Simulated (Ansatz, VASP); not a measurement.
## ZrO4 in VASP and in Ansatz

Contents of INCAR:

```
PREC     = Accurate       # precision mode
ENCUT    = 600            # plane-wave cutoff, eV
EDIFF    = 1E-6           # SCF threshold, eV
ISMEAR   = 0              # smearing method
SIGMA    = 0.1            # smearing width, eV
LREAL    = False          # projectors in reciprocal space
LASPH    = True           # aspherical terms in the spheres
NELM     = 120            # most SCF steps
ALGO     = Normal         # electronic algorithm
ISIF     = 2              # what is computed and relaxed
LWAVE    = False          # write WAVECAR
LCHARG   = False          # write CHGCAR
GGA      = PE             # functional
NBANDS   = 26             # bands
GGA_COMPAT= False
```

File KPOINTS:

```
Automatic mesh
0
Gamma
  6 6 6
```

File POSCAR:

```
ZrO4
1.0
   -1.8230479500      1.8230479500      3.4729596600
    1.8230479500     -1.8230479500      3.4729596600
    1.8230479500      1.8230479500     -3.4729596600
Zr O
1 4
Direct
    0.0000000000      0.0000000000      0.0000000000
    0.7556089200      0.7556089200      0.0000000000
    0.5000000000      0.0000000000      0.5000000000
    0.0000000000      0.5000000000      0.5000000000
    0.2443910800      0.2443910800      0.0000000000
```

Input for Ansatz:

```yaml
crystal:
  lattice:
    - [-1.82304795, 1.82304795, 3.47295966]
    - [1.82304795, -1.82304795, 3.47295966]
    - [1.82304795, 1.82304795, -3.47295966]
  atoms:
    - { symbol: Zr, position: [0.0, 0.0, 0.0] }
    - { symbol: O, position: [0.75560892, 0.75560892, 0.0] }
    - { symbol: O, position: [0.5, 0.0, 0.5] }
    - { symbol: O, position: [0.0, 0.5, 0.5] }
    - { symbol: O, position: [0.24439108, 0.24439108, 0.0] }
basis:
  ecutwfc: 420
kpoints:
  mp_grid: { grid: [6, 6, 6] }
hamiltonian:
  xc: pbe
scf:
  occupations: { method: gaussian, width: 0.1 }
  lower_state_search: "off"
output:
  forces: true
  stress: true
  eigenvalues: true
```

Change from the starting cell: species swapped into the SnF4 type (I4/mmm, No. 139).

Alike in both runs: task single point; functional PBE; k mesh 6 × 6 × 6; occupations gaussian, width 0.1 eV; no spin polarisation.

|  | VASP | Ansatz |
| --- | --- | --- |
| version | VASP 6.6.1 | Ansatz 0.2.0 |
| potentials or method | VASP PAW PBE potentials, release 64 (Zr_sv, O), cutoff 600 eV | scalar-relativistic, plane waves, PAW |
| valence electrons in the cell | 36 | 36 |

Ansatz gave:

| Property | Result |
| --- | --- |
| gap on the k mesh at the Fermi level (eV) | none |
| rms of the force components (eV/Å) | 2.698 |

Q: Estimate VASP's values.

A: gap on the k mesh at the Fermi level (eV): none; rms of the force components (eV/Å): 2.823.

Atom by atom the forces differ by 0.125 eV/Å (rms over components). A gap of «none» marks a metal or a gap that the smearing closes.

The k mesh is coarse, so the values compare programs but aren't converged.
